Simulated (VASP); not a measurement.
# Ni (P6_3/mmc) in VASP: single point with LDA

Aim: the single point of Ni with LDA.

All numbers are computed with VASP 6.6.1; they aren't measurements. Logs are shortened: lines on timing, memory, paths and dates and some standing lists are left out, and cuts for length are marked.

## Step 1: The cell of the first run

It takes space group P6_3/mmc (No. 194, hexagonal). The conventional cell has a = 2.448 Å, b = 2.448 Å, c = 4.073 Å, α = 90.00°, β = 90.00°, γ = 120.00°. Ni (site symmetry -6m2) has 12 Ni at 2.45 to 2.48 Å within 3.2 Å.

This isn't the form of Ni at room conditions, which is fcc.

## Step 2: Single point, LDA, collinear spin, ferromagnetic start

The input, INCAR:

```
PREC     = Accurate       # precision mode
ENCUT    = 520            # plane-wave cutoff, eV
EDIFF    = 1E-7           # SCF threshold, eV
ISMEAR   = -1             # smearing method
SIGMA    = 0.08           # smearing width, eV
LREAL    = F              # projectors in reciprocal space
LASPH    = T              # aspherical terms in the spheres
NELM     = 150            # most SCF steps
ALGO     = Normal         # electronic algorithm
ISIF     = 2              # what is computed and relaxed
LWAVE    = F              # write WAVECAR
LCHARG   = F              # write CHGCAR
ISPIN    = 2              # spin polarisation
MAGMOM   = 1.5 1.5        # initial moments
LORBIT   = 11             # projections on sites
LMAXMIX  = 4              # l up to which the mixer works
NBANDS   = 21             # bands
```

The input, KPOINTS:

```
Automatic mesh
0
Gamma
  15 15 8
```

The input, POSCAR:

```
Ni
1.0
    2.4480228978      0.0000000000      0.0000000000
   -1.2240114489      2.1200500186      0.0000000000
    0.0000000000      0.0000000000      4.0728075700
Ni
2
Direct
    0.3333333333      0.6666666667      0.2500000000
    0.6666666667      0.3333333333      0.7500000000
```

Potentials or basis: VASP PAW LDA potentials, release 64 (Ni).

Launch:

```
> cat potpaw_LDA.64/Ni/POTCAR > POTCAR
> mpirun -np 1 vasp_std > vasp.out
```

OUTCAR:

```text
PREC = Accurate
   ENCUT = 520
   EDIFF = 1E-7
   ISMEAR = -1
   LREAL = F
   LASPH = T
   NELM = 150
   ISIF = 2
   ISPIN = 2
   LORBIT = 11

 ion  position               nearest neighbor table
   1  0.333  0.667  0.250-   2 2.48   2 2.48   2 2.48   2 2.48   2 2.48   2 2.48
   2  0.667  0.333  0.750-   1 2.48   1 2.48   1 2.48   1 2.48   1 2.48   1 2.48

  LATTYP: Found a hexagonal cell.
 ALAT       =     2.4480228978
 C/A-ratio  =     1.6637130207

  Lattice vectors:

 A1 = (   2.4480228978,   0.0000000000,   0.0000000000)
 A2 = (  -1.2240114489,   2.1200500186,   0.0000000000)
 A3 = (   0.0000000000,   0.0000000000,   4.0728075700)

Analysis of symmetry for initial positions (statically):
=====================================================================
 Subroutine PRICEL returns:
 Original cell was already a primitive cell.

 Routine SETGRP: Setting up the symmetry group for a
 hexagonal supercell.

 Subroutine GETGRP returns: Found 24 space group operations
 (whereof 12 operations were pure point group operations)
 out of a pool of 24 trial point group operations.

The static configuration has the point symmetry D_3d.
 The point group associated with its full space group is D_6h.

Analysis of symmetry for dynamics (positions and initial velocities):
=====================================================================
 Subroutine PRICEL returns:
 Original cell was already a primitive cell.

 Routine SETGRP: Setting up the symmetry group for a
 hexagonal supercell.

 Subroutine GETGRP returns: Found 24 space group operations
 (whereof 12 operations were pure point group operations)
 out of a pool of 24 trial point group operations.

The dynamic configuration has the point symmetry D_3d.
 The point group associated with its full space group is D_6h.

Analysis of structural, dynamic, and magnetic symmetry:
=====================================================================
 Subroutine PRICEL returns:
 Original cell was already a primitive cell.

 Routine SETGRP: Setting up the symmetry group for a
 hexagonal supercell.

 Subroutine GETGRP returns: Found 24 space group operations
 (whereof 12 operations were pure point group operations)
 out of a pool of 24 trial point group operations.

The overall configuration has the point symmetry D_3d.
 The point group associated with its full space group is D_6h.

 Subroutine INISYM returns: Found 24 space group operations
 (whereof 12 operations are pure point group operations),
 and found     1 'primitive' translations

----------------------------------------------------------------------------------------

                                     Primitive cell

  volume of cell :      21.1376

  direct lattice vectors                    reciprocal lattice vectors
     2.448022898  0.000000000  0.000000000     0.408492911  0.235843492  0.000000000
    -1.224011449  2.120050019  0.000000000     0.000000000  0.471686984  0.000000000
     0.000000000  0.000000000  4.072807570     0.000000000  0.000000000  0.245530873

  length of vectors
     2.448022898  2.448022898  4.072807570     0.471686984  0.471686984  0.245530873

  position of ions in fractional coordinates (direct lattice)
     0.333333333  0.666666667  0.250000000
     0.666666667  0.333333333  0.750000000

  ion indices of the primitive-cell ions
   primitive index   ion index
                 1           1
                 2           2

----------------------------------------------------------------------------------------

 KPOINTS: Automatic mesh

Automatic generation of k-mesh.
 Grid dimensions read from file:
 generate k-points for:   15   15    8

 Generating k-lattice:

  Cartesian coordinates                     Fractional coordinates (reciprocal lattice)
     0.027232861  0.015722899  0.000000000     0.066666667 -0.000000000  0.000000000
     0.000000000  0.031445799  0.000000000     0.000000000  0.066666667  0.000000000
     0.000000000  0.000000000  0.030691359     0.000000000  0.000000000  0.125000000

  Length of vectors
     0.031445799  0.031445799  0.030691359

  Shift w.r.t. Gamma in fractional coordinates (k-lattice)
     0.000000000  0.000000000  0.000000000

 Subroutine IBZKPT returns following result:
 ===========================================

 Found    135 irreducible k-points:

 Following reciprocal coordinates:
            Coordinates               Weight
  0.000000  0.000000  0.000000      1.000000
  0.066667 -0.000000  0.000000      6.000000
  0.133333  0.000000  0.000000      6.000000
  0.200000 -0.000000  0.000000      6.000000
  0.266667  0.000000  0.000000      6.000000
  0.333333 -0.000000  0.000000      6.000000
[... 16 lines left out ...]
  0.333333  0.200000  0.000000     12.000000
  0.400000  0.200000  0.000000      6.000000
 [... further k-points ...]
   k-points           NKPTS =    135   k-points in BZ     NKDIM =    135   number of bands    NBANDS=     21
   number of dos      NEDOS =    301   number of ions     NIONS =      2
   total plane-waves  NPLWV =   9720
   dimension x,y,z NGX =    18 NGY =   18 NGZ =   30
   dimension x,y,z NGXF=    36 NGYF=   36 NGZF=   60
   ions per type =               2
   NGX,Y,Z   is equivalent  to a cutoff of  12.22, 12.22, 12.25 a.u.
   NGXF,Y,Z  is equivalent  to a cutoff of  24.45, 24.45, 24.49 a.u.
 SYSTEM =  unknown system
   PREC   = accura    normal or accurate (medium, high low for compatibility)
   ISTART =      0    job   : 0-new  1-cont  2-samecut
   ICHARG =      2    charge: 1-file 2-atom 10-const
   ISPIN  =      2    spin polarized calculation?
   LNONCOLLINEAR =      F non collinear calculations
   LSORBIT =      F    spin-orbit coupling
   LASPH  =      T    aspherical Exc in radial PAW
   ENCUT  =  520.0 eV  38.22 Ry    6.18 a.u.   4.55  4.55  7.57*2*pi/ulx,y,z
   NELM   =    150;   NELMIN=  2; NELMDL= -5     # of ELM steps
   EDIFF  = 0.1E-06   stopping-criterion for ELM
   LREAL  =      F    real-space projection
   EDIFFG = 0.1E-05   stopping-criterion for IOM
   NSW    =      0    number of steps for IOM
   IBRION =     -1    ionic relax: 0-MD 1-quasi-New 2-CG
   NFREE  =      0    steps in history (QN), initial steepest desc. (CG)
   ISIF   =      2    stress and relaxation
   ISYM   =      2    0-nonsym 1-usesym 2-fastsym
   POTIM  = 0.5000    time-step for ionic-motion
   TEBEG  =    0.0;   TEEND  =   0.0 temperature during run
   PSTRESS=    0.0 pullay stress
   NELECT =      20.0000    total number of electrons
   NUPDOWN=      -1.0000    fix difference up-down
   EMIN   =  10.00;   EMAX   =-10.00  energy-range for DOS
   EFERMI =   0.00;   METHOD = LEGACY
   ISMEAR =    -1;   SIGMA  =   0.08  broadening in eV -4-tet -1-fermi 0-gaus
   EFERMI_NEDOS =   21; number of points for ismear=-14 and -15
   IALGO  =     38    algorithm
   IMIX   =      4    mixing-type and parameters
     AMIX     =   0.40;   BMIX     =  1.00
     AMIX_MAG =   1.60;   BMIX_MAG =  1.00
  volume/ion in A,a.u.               =      10.57        71.32
  Fermi-wavevector in a.u.,A,eV,Ry     =   1.607187  3.037143 35.144518  2.583049
  Thomas-Fermi vector in A             =   2.703255
   LORBIT       =     11    0 simple, 1 ext, 2 COOP (PROOUT), +10 PAW based schemes
   GGA     = CA    functional components
   LHFCALC =     F    Hartree Fock is set to
   AEXX    =    0.0000 exact exchange contribution
   IVDW    =     0    specifies the selected vdW correction
   LEPSILON=     F    determine dielectric tensor
   LRPA    =     F    only Hartree local field effects (RPA)
 spin polarized calculation
  energy-cutoff  :      520.00
  volume of cell :       21.14
 maximum number of plane-waves:       592
   NGX =  9   NGY =  9   NGZ = 15

 number of electron      19.9999995 magnetization       1.2112960

 Free energy of the ion-electron system (eV)
  ---------------------------------------------------
  ext. energy  EPLUGINS =         0.00000000
  ---------------------------------------------------
  free energy    TOTEN  =       -13.11269699 eV

  energy without entropy =      -13.03116120  energy(sigma->0) =      -13.07192910

 E-fermi :   9.4581     XC(G=0): -13.7839

 val. band max:        9.4580193363   @ k =   0.4000   0.1333   0.3750
 cond. band min:       9.4590410888   @ k =   0.2000   0.0667   0.2500
 fundamental gap:      0.0010217525
 Fermi energy:         9.4580770464

 spin component 1

 k-point     1 :       0.0000    0.0000    0.0000
  band No.  band energies     occupation
      1       0.2569      1.00000
      2       4.4773      1.00000
      3       6.9592      1.00000
      4       7.1207      1.00000
      5       7.1207      1.00000
      6       7.3870      1.00000
[... 13 lines left out ...]
     20      36.1972      0.00000
     21      40.1178      0.00000

 k-point     2 :       0.0667   -0.0000    0.0000
  band No.  band energies     occupation
      1       0.4170      1.00000
      2       4.5794      1.00000
      3       6.8866      1.00000
      4       7.1749      1.00000
      5       7.1919      1.00000
      6       7.3493      1.00000
[... 13 lines left out ...]
     20      38.4197      0.00000
     21      38.6653      0.00000

 k-point     3 :       0.1333    0.0000    0.0000
  band No.  band energies     occupation
      1       0.8882      1.00000
      2       4.8565      1.00000
      3       6.7180      1.00000
      4       7.1455      1.00000
      5       7.1965      1.00000
      6       7.3688      1.00000
[... 13 lines left out ...]
     20      38.5403      0.00000
     21      39.2646      0.00000
[... 457 lines left out ...]
 k-point    23 :       0.3333    0.2000    0.0000
  band No.  band energies     occupation
      1       5.2987      1.00000
      2       5.5061      1.00000
      3       5.5514      1.00000
      4       6.2722      1.00000
      5       6.8640      1.00000
      6       7.1336      1.00000
[... 13 lines left out ...]
     20      39.1264      0.00000
     21      42.9115      0.00000

 k-point    24 :       0.4000    0.2000    0.0000
  band No.  band energies     occupation
      1       5.4207      1.00000
      2       5.4787      1.00000
      3       5.4963      1.00000
      4       6.4117      1.00000
      5       6.9077      1.00000
      6       7.0238      1.00000
[... 13 lines left out ...]
     20      39.0449      0.00000
     21      43.3822      0.00000

 [... further k-points ...]

 spin component 2

 k-point     1 :       0.0000    0.0000    0.0000
  band No.  band energies     occupation
      1       0.3049      1.00000
      2       4.8382      1.00000
      3       7.5485      1.00000
      4       7.7038      1.00000
      5       7.7038      1.00000
      6       7.9851      1.00000
[... 13 lines left out ...]
     20      36.3360      0.00000
     21      40.2667      0.00000

 k-point     2 :       0.0667   -0.0000    0.0000
  band No.  band energies     occupation
      1       0.4652      1.00000
      2       4.9454      1.00000
      3       7.4653      1.00000
      4       7.7653      1.00000
      5       7.7774      1.00000
      6       7.9441      1.00000
[... 13 lines left out ...]
     20      38.4465      0.00000
     21      38.7735      0.00000

 k-point     3 :       0.1333    0.0000    0.0000
  band No.  band energies     occupation
      1       0.9374      1.00000
      2       5.2380      1.00000
      3       7.2793      1.00000
      4       7.5265      1.00000
      5       7.7826      1.00000
      6       7.9664      1.00000
[... 13 lines left out ...]
     20      38.6775      0.00000
     21      39.3760      0.00000
[... 457 lines left out ...]
 k-point    23 :       0.3333    0.2000    0.0000
  band No.  band energies     occupation
      1       5.6052      1.00000
      2       5.9514      1.00000
      3       6.0119      1.00000
      4       6.6571      1.00000
      5       7.3917      1.00000
      6       7.6581      1.00000
[... 13 lines left out ...]
     20      39.2554      0.00000
     21      42.9416      0.00000

 k-point    24 :       0.4000    0.2000    0.0000
  band No.  band energies     occupation
      1       5.7894      1.00000
      2       5.9280      1.00000
      3       5.9497      1.00000
      4       6.7712      1.00000
      5       7.4420      1.00000
      6       7.5359      1.00000
[... 13 lines left out ...]
     20      39.1755      0.00000
     21      43.4091      0.00000

 [... further k-points ...]

------------------------ aborting loop because EDIFF is reached ----------------------------------------

  FORCE on cell =-STRESS in cart. coord.  units (eV):
  Direction    XX          YY          ZZ          XY          YZ          ZX
  --------------------------------------------------------------------------------------
  -------------------------------------------------------------------------------------
  Total       -1.2566919     -1.2566919     -1.7176912      0.0000000      0.0000000      0.0000000
  in kB      -95.2541516    -95.2541516   -130.1967684      0.0000000      0.0000000      0.0000000
  external PRESSURE =    -106.9016905 kB  Pullay stress =       0.0000000 kB

 VOLUME and BASIS-vectors are now :
 -----------------------------------------------------------------------------
  energy-cutoff  :      520.00
  volume of cell :       21.14
      direct lattice vectors                 reciprocal lattice vectors
     2.448022898  0.000000000  0.000000000     0.408492911  0.235843492  0.000000000
    -1.224011449  2.120050019  0.000000000     0.000000000  0.471686984  0.000000000
     0.000000000  0.000000000  4.072807570     0.000000000  0.000000000  0.245530873

 POSITION                                       TOTAL-FORCE (eV/Angst)
 -----------------------------------------------------------------------------------
     -0.00000      1.41337      1.01820        -0.000000      0.000000      0.000000
      1.22401      0.70668      3.05461         0.000000     -0.000000      0.000000
 -----------------------------------------------------------------------------------
    total drift:                               -0.000000      0.000000     -0.000000

  FREE ENERGIE OF THE ION-ELECTRON SYSTEM (eV)
  ---------------------------------------------------
  free  energy   TOTEN  =       -13.1126969894 eV

  energy  without entropy=      -13.0311612042  energy(sigma->0) =      -13.07192910

 total charge

# of ion       s       p       d       tot
------------------------------------------
    1        0.511   0.522   8.341   9.374
    2        0.511   0.522   8.341   9.374
--------------------------------------------------
tot          1.023   1.043  16.682  18.748

 magnetization (x)

# of ion       s       p       d       tot
------------------------------------------
    1       -0.004  -0.018   0.629   0.608
    2       -0.004  -0.018   0.629   0.608
--------------------------------------------------
tot         -0.007  -0.035   1.258   1.216
```

Run time: 47 s. Hardware: 1 thread of Intel Xeon Platinum 8559C (Emerald Rapids), shared host; peak memory 0.18 GiB.

Results:

| Property | Result |
| --- | --- |
| Free energy | -13.1127 eV |
| Pressure | -10.7 GPa |
| Net moment | 1.21 μB per cell |
| Site moments | Ni +0.61 μB |
| Valence electrons inside the program's atomic spheres | Ni 9.37 |

Stress tensor (GPa, compression positive):
```
 -9.53   0.00   0.00
  0.00  -9.53   0.00
  0.00   0.00 -13.02
```

Caveat: the cell stands under tension.
